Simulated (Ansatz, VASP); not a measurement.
**Two plane-wave programs on Ga8P8H**

```
CELL_PARAMETERS angstrom
0.00000 5.50512 -5.50512
5.50512 5.50512 0.00000
5.50512 0.00000 -5.50512
ATOMIC_POSITIONS crystal
Ga 0.49933 0.49933 0.00067
Ga 0.49933 0.00067 0.00067
Ga 0.00067 0.49933 0.00067
Ga 0.00000 0.00000 0.00000
Ga 0.50000 0.50000 0.50000
Ga 0.49933 0.00067 0.49933
Ga 0.00067 0.49933 0.49933
Ga 0.00067 0.00067 0.49933
P 0.37502 0.37502 0.37502
P 0.37502 0.87495 0.37502
P 0.87495 0.37502 0.37502
P 0.87297 0.87297 0.38108
P 0.37502 0.37502 0.87495
P 0.38108 0.87297 0.87297
P 0.87297 0.38108 0.87297
P 0.87297 0.87297 0.87297
H 0.75000 0.75000 0.75000
```

Alike in both runs: functional PBE; k mesh 2 × 2 × 2; occupations gaussian, width 0.01 eV; collinear spin.

Ansatz relaxed the structure, and its values are those at the end. VASP's run is a single point on that final structure, the one shown.

```csv
,VASP,Ansatz
version,VASP 6.6.1,Ansatz 0.2.0
potentials or method,"VASP PAW PBE potentials, release 64 (Ga_d, P, H), cutoff 520 eV","scalar-relativistic, plane waves, PAW"
valence electrons in the cell,145,145
```

```csv
,VASP,Ansatz,Ansatz less VASP
gap on the k mesh at the Fermi level (eV),none,none,-
rms of the force components (eV/Å),0.003,0.003,+0.0003
net moment per atom (μB),0.01,0.01,0.000
size of the moment on the site where the two differ most (μB),0.06,0.11,+0.054
```

Site moments also hang on the region over which each program counts them. A gap of «none» marks a metal or a gap that the smearing closes.

The k mesh is coarse, so the values compare programs but aren't converged.
